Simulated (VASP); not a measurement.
TiS2:

```
Ti S
1.0
     3.41200    0.00000    0.00000
    -1.70600    2.95488    0.00000
     0.00000    0.00000    5.69500
Ti S
1 2
Cartesian
  0.0000 0.0000 0.0000
  0.0000 1.9699 1.4238
  1.7060 0.9850 4.2713
```

Base run:

- Program: VASP 6.6.1
- Functional: PBE
- Potentials or basis: VASP PAW PBE potentials, release 64 (Ti_sv, S)
- Cutoff: 500 eV
- k mesh: 6 × 6 × 4
- Occupations: gaussian, width 0.1 eV
- Spin: no spin polarisation
- Hubbard terms: Ti d U = 2.0 eV

Its results: band gap on the k mesh 0.05 eV, indirect (least direct gap 0.61 eV); pressure 2.4 GPa; largest force 0.023 eV/Å.

Task: After a change of settings the same cell gave: band gap on the k mesh 0.29 eV, indirect (least direct gap 0.88 eV); pressure 4.4 GPa; largest force 0.097 eV/Å. Which change was it?
A. hubbard terms from Ti d U = 2.0 eV to none
B. hubbard terms from Ti d U = 2.0 eV to Ti d U = 6.0 eV
C. hubbard terms from Ti d U = 2.0 eV to Ti d U = 4.0 eV

Result: C.
